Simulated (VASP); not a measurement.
# Te2Mo in VASP: settings compared

Te2Mo is run at these levels: PBE, PBE+D3(BJ), r2SCAN, revPBE+D4; tasks: single point.

Program: VASP 6.6.1. These are calculated values, not measurements. Logs are shortened: lines on timing, memory, paths and dates and some standing lists are left out, and cuts for length are marked.

### Step 1. The cell of the first run

The cell holds a slab with vacuum, 6 atoms: a = 6.378 Å, b = 3.465 Å, c = 36.172 Å, α = 90.00°, β = 90.10°, γ = 90.00°.

### Step 2. Single point, PBE

INCAR

```
PREC     = Accurate       # precision mode
ENCUT    = 520            # plane-wave cutoff, eV
EDIFF    = 1E-6           # SCF threshold, eV
ISMEAR   = -1             # smearing method
SIGMA    = 0.05           # smearing width, eV
LREAL    = False          # projectors in reciprocal space
LASPH    = True           # aspherical terms in the spheres
NELM     = 80             # most SCF steps
ALGO     = Normal         # electronic algorithm
ISIF     = 2              # what is computed and relaxed
LWAVE    = False          # write WAVECAR
LCHARG   = True           # write CHGCAR
GGA      = PE             # functional
LELF     = True           # ELF
LVHAR    = True         
NBANDS   = 35             # bands
```

KPOINTS

```
Automatic mesh
0
Gamma
  4 8 1
```

POSCAR

```
Te2Mo
1.0
    6.3783461131      0.0000000000      0.0017528297
    0.0000000000      3.4646296665      0.0000000000
   -0.0759991728      0.0000000000     36.1723619519
Te Mo
4 2
Direct
    0.4305680945      0.7500000000      0.5409012024
    0.5694319055      0.2500000000      0.4590987976
    0.9213871448      0.2500000000      0.5570772411
    0.0786128552      0.7500000000      0.4429227589
    0.1815214663      0.2500000000      0.4974864291
    0.8184785337      0.7500000000      0.5025135709
```

Potentials or basis: VASP PAW PBE potentials, release 64 (Te, Mo_sv).

Started as:

```sh
> cat potpaw_PBE.64/Te/POTCAR potpaw_PBE.64/Mo_sv/POTCAR > POTCAR
> mpirun -np 1 vasp_std > vasp.out
```

OUTCAR:

```text
PREC = Accurate
   ENCUT = 520
   EDIFF = 1E-6
   ISMEAR = -1
   LREAL = False
   LASPH = True
   NELM = 80
   ISIF = 2
   GGA = PE

 ion  position               nearest neighbor table
   1  0.431  0.750  0.541-   5 2.83   5 2.83   6 2.84   2 3.54   2 3.54   3 3.62   3 3.62
   2  0.569  0.250  0.459-   6 2.83   6 2.83   5 2.84   1 3.54   1 3.54   4 3.62   4 3.62
   3  0.921  0.250  0.557-   6 2.71   6 2.71   5 2.72   1 3.62   1 3.62
   4  0.079  0.750  0.443-   5 2.71   5 2.71   6 2.72   2 3.62   2 3.62
   5  0.182  0.250  0.497-   4 2.71   4 2.71   3 2.72   1 2.83   1 2.83   2 2.84   6 2.90   6 2.90

   6  0.818  0.750  0.503-   3 2.71   3 2.71   4 2.72   2 2.83   2 2.83   1 2.84   5 2.90   5 2.90

  LATTYP: Found a simple monoclinic cell.
 ALAT       =     6.3783463539
 B/A-ratio  =     0.5431861919
 C/A-ratio  =     5.6711316355
 COS(beta)  =    -0.0018262152

  Lattice vectors:

 A1 = (   6.3783461131,   0.0000000000,   0.0017528297)
 A2 = (   0.0000000000,   3.4646296665,   0.0000000000)
 A3 = (  -0.0759991728,   0.0000000000,  36.1723619519)

Analysis of symmetry for initial positions (statically):
=====================================================================
 Subroutine PRICEL returns:
 Original cell was already a primitive cell.

 Routine SETGRP: Setting up the symmetry group for a
 simple monoclinic supercell.

 Subroutine GETGRP returns: Found  4 space group operations
 (whereof  2 operations were pure point group operations)
 out of a pool of  4 trial point group operations.

The static configuration has the point symmetry S_2 .
 The point group associated with its full space group is C_2h.

Analysis of symmetry for dynamics (positions and initial velocities):
=====================================================================
 Subroutine PRICEL returns:
 Original cell was already a primitive cell.

 Routine SETGRP: Setting up the symmetry group for a
 simple monoclinic supercell.

 Subroutine GETGRP returns: Found  4 space group operations
 (whereof  2 operations were pure point group operations)
 out of a pool of  4 trial point group operations.

The dynamic configuration has the point symmetry S_2 .
 The point group associated with its full space group is C_2h.

 Subroutine INISYM returns: Found  4 space group operations
 (whereof  2 operations are pure point group operations),
 and found     1 'primitive' translations

----------------------------------------------------------------------------------------

                                     Primitive cell

  volume of cell :     799.3593

  direct lattice vectors                    reciprocal lattice vectors
     6.378346113  0.000000000  0.001752830     0.156780364  0.000000000  0.000329400
     0.000000000  3.464629667  0.000000000     0.000000000  0.288631137  0.000000000
    -0.075999173  0.000000000 36.172361952    -0.000007597  0.000000000  0.027645400

  length of vectors
     6.378346354  3.464629667 36.172441790     0.156780710  0.288631137  0.027645401

  position of ions in fractional coordinates (direct lattice)
     0.430568095  0.750000000  0.540901202
     0.569431905  0.250000000  0.459098798
     0.921387145  0.250000000  0.557077241
     0.078612855  0.750000000  0.442922759
     0.181521466  0.250000000  0.497486429
     0.818478534  0.750000000  0.502513571

  ion indices of the primitive-cell ions
   primitive index   ion index
                 1           1
                 2           2
                 3           3
                 4           4
                 5           5
                 6           6

----------------------------------------------------------------------------------------

 KPOINTS: Automatic mesh

Automatic generation of k-mesh.
 Grid dimensions read from file:
 generate k-points for:    4    8    1

 Generating k-lattice:

  Cartesian coordinates                     Fractional coordinates (reciprocal lattice)
     0.039195091  0.000000000  0.000082350     0.250000000  0.000000000  0.000000000
     0.000000000  0.036078892  0.000000000     0.000000000  0.125000000  0.000000000
    -0.000007597  0.000000000  0.027645400    -0.000000000  0.000000000  1.000000000

  Length of vectors
     0.039195177  0.036078892  0.027645401

  Shift w.r.t. Gamma in fractional coordinates (k-lattice)
     0.000000000  0.000000000  0.000000000

 Subroutine IBZKPT returns following result:
 ===========================================

 Found     15 irreducible k-points:

 Following reciprocal coordinates:
            Coordinates               Weight
  0.000000  0.000000  0.000000      1.000000
  0.250000  0.000000 -0.000000      2.000000
  0.500000  0.000000 -0.000000      1.000000
  0.000000  0.125000  0.000000      2.000000
  0.250000  0.125000 -0.000000      4.000000
  0.500000  0.125000 -0.000000      2.000000
  0.000000  0.250000  0.000000      2.000000
  0.250000  0.250000 -0.000000      4.000000
  0.500000  0.250000 -0.000000      2.000000
[... 38 lines left out ...]
   EFERMI =   0.00;   METHOD = LEGACY
   ISMEAR =    -1;   SIGMA  =   0.05  broadening in eV -4-tet -1-fermi 0-gaus
   EFERMI_NEDOS =   21; number of points for ismear=-14 and -15
   IALGO  =     38    algorithm
   IMIX   =      4    mixing-type and parameters
     AMIX     =   0.40;   BMIX     =  1.00
     AMIX_MAG =   1.60;   BMIX_MAG =  1.00
  volume/ion in A,a.u.               =     133.23       899.06
  Fermi-wavevector in a.u.,A,eV,Ry     =   0.658408  1.244211  5.898145  0.433501
  Thomas-Fermi vector in A             =   1.730221
   LORBIT       =      0    0 simple, 1 ext, 2 COOP (PROOUT), +10 PAW based schemes
   GGA     = PE    functional components
   LHFCALC =     F    Hartree Fock is set to
   AEXX    =    0.0000 exact exchange contribution
   IVDW    =     0    specifies the selected vdW correction
   LEPSILON=     F    determine dielectric tensor
   LRPA    =     F    only Hartree local field effects (RPA)
 non-spin polarized calculation
  energy-cutoff  :      520.00
  volume of cell :      799.36
 maximum number of plane-waves:     21649
 NGX is ok and might be reduce to    48
   NGX = 23   NGY = 13   NGZ =135

 number of electron      51.9999995 magnetization

 Free energy of the ion-electron system (eV)
  ---------------------------------------------------
  ext. energy  EPLUGINS =         0.00000000
  ---------------------------------------------------
  free energy    TOTEN  =       -35.97066446 eV

  energy without entropy =      -35.96122938  energy(sigma->0) =      -35.96594692

 E-fermi :  -2.1598     XC(G=0):  -2.3145

 val. band max:       -2.3094859486   @ k =   0.0000   0.1250   0.0000
 cond. band min:      -2.1466004772   @ k =   0.0000   0.1250   0.0000
 fundamental gap:      0.1628854714
 Fermi energy:        -2.1597564202

 k-point     1 :       0.0000    0.0000    0.0000
  band No.  band energies     occupation
      1     -63.1934      2.00000
      2     -63.1366      2.00000
      3     -37.4324      2.00000
      4     -37.3777      2.00000
      5     -37.3290      2.00000
      6     -37.2186      2.00000
[... 27 lines left out ...]
     34       1.2308      0.00000
     35       1.7129      0.00000

 k-point     2 :       0.2500    0.0000   -0.0000
  band No.  band energies     occupation
      1     -63.1933      2.00000
      2     -63.1367      2.00000
      3     -37.4289      2.00000
      4     -37.3774      2.00000
      5     -37.3292      2.00000
      6     -37.2190      2.00000
[... 27 lines left out ...]
     34       1.3946      0.00000
     35       1.9167      0.00000

 k-point     3 :       0.5000    0.0000   -0.0000
  band No.  band energies     occupation
      1     -63.1932      2.00000
      2     -63.1368      2.00000
      3     -37.4253      2.00000
      4     -37.3770      2.00000
      5     -37.3293      2.00000
      6     -37.2194      2.00000
[... 27 lines left out ...]
     34       1.4865      0.00000
     35       2.3103      0.00000
[... 381 lines left out ...]
 k-point    14 :       0.2500    0.5000   -0.0000
  band No.  band energies     occupation
      1     -63.1591      2.00000
      2     -63.1591      2.00000
      3     -37.4879      2.00000
      4     -37.4879      2.00000
      5     -37.2810      2.00000
      6     -37.2810      2.00000
[... 27 lines left out ...]
     34       1.3019      0.00000
     35       2.8062      0.00000

 k-point    15 :       0.5000    0.5000   -0.0000
  band No.  band energies     occupation
      1     -63.1591      2.00000
      2     -63.1591      2.00000
      3     -37.4895      2.00000
      4     -37.4895      2.00000
      5     -37.2806      2.00000
      6     -37.2806      2.00000
[... 27 lines left out ...]
     34       1.2290      0.00000
     35       2.3591      0.00000

------------------------ aborting loop because EDIFF is reached ----------------------------------------

  FORCE on cell =-STRESS in cart. coord.  units (eV):
  Direction    XX          YY          ZZ          XY          YZ          ZX
  --------------------------------------------------------------------------------------
  -------------------------------------------------------------------------------------
  Total        0.0357456     -0.0503894      0.0350207      0.0000000      0.0000000     -0.0052742
  in kB        0.0716458     -0.1009969      0.0701928      0.0000000      0.0000000     -0.0105712
  external PRESSURE =       0.0136139 kB  Pullay stress =       0.0000000 kB

 VOLUME and BASIS-vectors are now :
 -----------------------------------------------------------------------------
  energy-cutoff  :      520.00
  volume of cell :      799.36
      direct lattice vectors                 reciprocal lattice vectors
     6.378346113  0.000000000  0.001752830     0.156780364  0.000000000  0.000329400
     0.000000000  3.464629667  0.000000000     0.000000000  0.288631137  0.000000000
    -0.075999173  0.000000000 36.172361952    -0.000007597  0.000000000  0.027645400

 POSITION                                       TOTAL-FORCE (eV/Angst)
 -----------------------------------------------------------------------------------
      2.70520      2.59847     19.56643        -0.001652      0.000000      0.010029
      3.59714      0.86616     16.60769         0.001652      0.000000     -0.010029
      5.83459      0.86616     20.15241         0.000126      0.000000      0.006693
      0.46776      2.59847     16.02170        -0.000126     -0.000000     -0.006693
      1.12000      0.86616     17.99558         0.004067      0.000000      0.001522
      5.18235      2.59847     18.17854        -0.004067      0.000000     -0.001522
 -----------------------------------------------------------------------------------
    total drift:                                0.000000      0.000000      0.000000

  FREE ENERGIE OF THE ION-ELECTRON SYSTEM (eV)
  ---------------------------------------------------
  free  energy   TOTEN  =       -35.9706644551 eV

  energy  without entropy=      -35.9612293765  energy(sigma->0) =      -35.96594692
```

It took 8.9 min on 1 thread of Intel Xeon 6975P-C (Granite Rapids), shared host; peak memory 0.91 GiB.

What came out:

* Free energy: -35.9707 eV
* Largest force: 0.010 eV/Å
* Band gap on the k mesh: zero (bands 26 and 27 overlap by 0.22 eV)

Forces in eV/Å, atoms in the order of the input:
```
Te  -0.002  0.000  0.010
Te   0.002  0.000 -0.010
Te   0.000  0.000  0.007
Te   0.000  0.000 -0.007
Mo   0.004  0.000  0.002
Mo  -0.004  0.000 -0.002
```

Caveat: there is no dipole correction, which matters where the two faces differ; spin-orbit coupling is left out, which moves the levels of the heavy elements.

### Step 3. Single point, PBE+D3(BJ)

This run uses another cell than the first one.

INCAR

```
  PREC = Accurate
  ENCUT = 520
  EDIFF = 1E-6
  ISMEAR = -1
  SIGMA = 0.05
  LREAL = False
  LASPH = True
  NELM = 80
  ALGO = Normal
  ISIF = 2
  LWAVE = False
  LCHARG = True
  GGA = PE
  IVDW = 12
  LELF = True
  LVHAR = True
  NBANDS = 35
```

KPOINTS is that of step 2.

POSCAR

```
Te2Mo
1.0
    6.3616090156      0.0000000000      0.0000000000
    0.0000000000      3.4804030600      0.0000000000
   -0.0857412231      0.0000000000     36.1758904685
Te Mo
4 2
Direct
    0.4292511000      0.7500000000      0.5407035800
    0.5707489000      0.2500000000      0.4592964200
    0.9208478700      0.2500000000      0.5565273200
    0.0791521300      0.7500000000      0.4434726800
    0.1813475600      0.2500000000      0.4974653700
    0.8186524400      0.7500000000      0.5025346300
```

Potentials or basis: VASP PAW PBE potentials, release 64 (Te, Mo_sv).

Started as:

```sh
> cat potpaw_PBE.64/Te/POTCAR potpaw_PBE.64/Mo_sv/POTCAR > POTCAR
> mpirun -np 1 vasp_std > vasp.out
```

Run time: 7.6 min. Hardware: 1 thread of Intel Xeon 6975P-C (Granite Rapids), shared host; peak memory 0.93 GiB.

The run converged. Its results:

```yaml
Free_energy: -38.2929 eV
Largest_force: 0.118 eV/Å
Band_gap_on_the_k_mesh: zero (bands 26 and 27 overlap by 0.17 eV)
Dispersion_energy_per_atom: -0.388 eV
```

Forces in eV/Å, atoms in the order of the input:
```
Te   0.046  0.000 -0.028
Te  -0.046  0.000  0.028
Te  -0.013  0.000  0.117
Te   0.013  0.000 -0.117
Mo   0.075  0.000  0.023
Mo  -0.075  0.000 -0.023
```

Levels at points of the mesh, in eV from the Fermi level:
```tsv
k point	band 24	band 25	band 26	band 27	band 28	band 29
(0.00, 0.00, 0.00)	-0.59	-0.29	0.18	0.65	1.08	1.72
(0.50, 0.00, 0.00)	-0.79	-0.77	-0.65	0.12	1.09	1.47
(0.00, 0.50, 0.00)	-1.59	-1.38	-1.38	1.19	1.19	1.45
(0.50, 0.50, 0.00)	-1.70	-0.84	-0.84	1.10	1.10	1.91
```

Caveat: three body term missing; there is no dipole correction, which matters where the two faces differ; spin-orbit coupling is left out, which moves the levels of the heavy elements.

### Step 4. Single point, r2SCAN

This run uses another cell than the first one.

POSCAR is that of step 3.

INCAR.step1

```
PREC = Accurate
ENCUT = 550
ISMEAR = -1
SIGMA = 0.05
LREAL = False
LASPH = True
NELM = 120
NBANDS = 35
GGA = PE
ALGO = Normal
EDIFF = 1E-5
LWAVE = True
LCHARG = False
GGA_COMPAT = False
```

INCAR.step2

```
PREC = Accurate
ENCUT = 550
EDIFF = 1E-6
ISMEAR = -1
SIGMA = 0.05
LREAL = False
LASPH = True
NELM = 120
ALGO = Normal
ISIF = 2
LWAVE = False
LCHARG = False
METAGGA = R2SCAN
LMIXTAU = True
NBANDS = 35
ISTART = 1
GGA_COMPAT = False
```

KPOINTS is that of step 3.

Started as:

```sh
> cat potpaw_PBE.64/Te/POTCAR potpaw_PBE.64/Mo_sv/POTCAR > POTCAR
> cp INCAR.step1 INCAR
> mpirun -np 1 vasp_std > vasp.out
> cp INCAR.step2 INCAR
> mpirun -np 1 vasp_std > vasp.out
```

Run time: 35 min. Hardware: 1 thread of Intel Xeon 6975P-C (Granite Rapids), shared host; peak memory 1.1 GiB.

It converged, with:

| Item | Value |
| --- | --- |
| Free energy | -155.4832 eV |
| Largest force | 0.037 eV/Å |
| Band gap on the k mesh | zero (bands 26 and 27 overlap by 0.13 eV) |

Forces on the atoms (eV/Å):
```
Te   0.013  0.000  0.022
Te  -0.013  0.000 -0.022
Te  -0.019  0.000  0.032
Te   0.019  0.000 -0.032
Mo   0.002  0.000  0.009
Mo  -0.002  0.000 -0.009
```

Levels at points of the mesh, in eV from the Fermi level:
```csv
k point,band 23,band 24,band 25,band 26,band 27,band 28,band 29,band 30
"(0.00, 0.00, 0.00)",-1.02,-0.67,-0.35,0.13,0.74,1.06,1.81,2.33
"(0.50, 0.00, 0.00)",-1.32,-0.86,-0.85,-0.75,0.21,1.09,1.59,2.00
"(0.00, 0.50, 0.00)",-1.72,-1.72,-1.50,-1.50,1.33,1.33,1.60,1.60
"(0.50, 0.50, 0.00)",-1.85,-1.85,-0.94,-0.94,1.26,1.26,2.01,2.01
```

Caveat: there is no dipole correction, which matters where the two faces differ; the PAW data sets were made with another functional, which shifts forces and pressure a little; spin-orbit coupling is left out, which moves the levels of the heavy elements.

### Step 5. Single point, revPBE+D4

This run uses another cell than the first one.

INCAR

```
SYSTEM = Te2Mo
ALGO = Normal
EDIFF = 1E-7
ENCUT = 520
GGA = RE
ISIF = 2
ISMEAR = -1
IVDW = 13
LASPH = .True.
LCHARG = .True.
LELF = .True.
LREAL = .False.
LVHAR = .True.
LWAVE = .False.
NBANDS = 35
NELM = 100
PREC = Accurate
SIGMA = 0.05
```

KPOINTS

```
k-points
0
Gamma
  4 8 1
  0 0 0
```

POSCAR

```
Te2Mo
1.0
    6.3137420862      0.0000000000      0.0032869814
    0.0000000000      3.4091829247      0.0000000000
   -0.0664043465      0.0000000000     36.1682287864
Te Mo
4 2
Direct
    0.4315137539      0.7500000000      0.5412254708
    0.5684862461      0.2500000000      0.4587745292
    0.9219396835      0.2500000000      0.5571371111
    0.0780603165      0.7500000000      0.4428628889
    0.1828248308      0.2500000000      0.4976324275
    0.8171751692      0.7500000000      0.5023675725
```

Started as:

```sh
> cat potpaw_PBE.64/Te/POTCAR potpaw_PBE.64/Mo_sv/POTCAR > POTCAR
> mpirun -np 1 vasp_std > vasp.out
```

Run time: 25 min. Hardware: 1 thread of Intel Xeon 8259CL, shared host; peak memory 0.93 GiB.

It converged, with:

- Free energy: -38.1127 eV
- Largest force: 0.014 eV/Å
- Band gap on the k mesh: zero (bands 26 and 27 overlap by 0.35 eV)
- Dispersion energy per atom: -0.706 eV

Forces on the atoms (eV/Å):
```
Te   0.000  0.000  0.006
Te   0.000  0.000 -0.006
Te   0.001  0.000 -0.004
Te  -0.001  0.000  0.004
Mo   0.014  0.000 -0.002
Mo  -0.014  0.000  0.002
```

Levels at points of the mesh, in eV from the Fermi level:
```
           k point  band 23  band 24  band 25  band 26  band 27  band 28  band 29  band 30
(0.00, 0.00, 0.00)    -1.09    -0.49    -0.36     0.34     0.56     1.20     1.65     2.10
(0.50, 0.00, 0.00)    -1.43    -0.96    -0.73    -0.52     0.00     1.28     1.38     1.88
(0.00, 0.50, 0.00)    -1.72    -1.72    -1.47    -1.47     1.18     1.18     1.53     1.53
(0.50, 0.50, 0.00)    -1.72    -1.72    -0.91    -0.91     1.17     1.17     1.80     1.80
```

Caveat: there is no dipole correction, which matters where the two faces differ; the PAW data sets were made with another functional, which shifts forces and pressure a little; spin-orbit coupling is left out, which moves the levels of the heavy elements.

### Step 6. Overview

| level | cell | cutoff (eV) | gap on the mesh (eV) | largest force (eV/Å) |
| --- | --- | --- | --- | --- |
| PBE | a = 6.378, b = 3.465, c = 36.172 Å, angles 90.0, 90.1, 90.0°, 6 atoms, atomic positions A | 520 | none | 0.01 |
| PBE+D3(BJ) | a = 6.362, b = 3.480, c = 36.176 Å, angles 90.0, 90.1, 90.0°, 6 atoms, atomic positions B | 520 | none | 0.12 |
| r2SCAN | a = 6.362, b = 3.480, c = 36.176 Å, angles 90.0, 90.1, 90.0°, 6 atoms, atomic positions B | 550 | none | 0.04 |
| revPBE+D4 | a = 6.314, b = 3.409, c = 36.168 Å, angles 90.0, 90.1, 90.0°, 6 atoms, atomic positions C | 520 | none | 0.01 |

Alike in all rows: task single point; potentials or basis VASP PAW PBE potentials, release 64 (Te, Mo_sv); no spin polarisation; k mesh 4 × 8 × 1; smearing fermi-dirac 0.05 eV.

Caveats: there is no dipole correction, which matters where the two faces differ; spin-orbit coupling is left out, which moves the levels of the heavy elements; the PAW data sets were made with another functional, which shifts forces and pressure a little (at least some runs); three body term missing (at least some runs).

Absolute energies hang on the potentials; compare differences alone.

The gap in the log of VASP goes by the Fermi energy; the results here count the filled bands.